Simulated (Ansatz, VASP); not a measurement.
## One calculation of Se, two programs

```
Se
1.0
     5.55998    0.00000    0.00000
     0.00000    5.55998    0.00000
     0.00000    0.00000    5.55998
Se
8
Direct
  0.00000 0.00000 0.00000
  0.50000 0.50000 0.50000
  0.25000 0.00000 0.50000
  0.75000 0.00000 0.50000
  0.50000 0.25000 0.00000
  0.50000 0.75000 0.00000
  0.00000 0.50000 0.25000
  0.00000 0.50000 0.75000
```

Alike in both runs: functional RPBE; k mesh 5 × 5 × 5; occupations fermi-dirac, width 0.1 eV; no spin polarisation.

Ansatz relaxed the structure, and its values are those at the end. VASP's run is a single point on that final structure, the one shown.

```csv
,VASP,Ansatz
version,VASP 6.6.1,Ansatz 0.2.0
potentials or method,"VASP PAW PBE potentials, release 64 (Se), cutoff 520 eV","plane waves (420 eV) with PAW, scalar-relativistic"
valence electrons in the cell,48,128
```

|  | VASP | Ansatz | Ansatz less VASP |
| --- | --- | --- | --- |
| pressure (GPa) | 0.0 | 0.0 | +0.02 |

VASP's potentials were made for PBE, not for RPBE. With one functional, cell and mesh, what is left measures potentials, basis and numerics. VASP's potentials hold 48 valence electrons a cell and Ansatz's 128, so a difference there can come from the potentials and not from the codes.
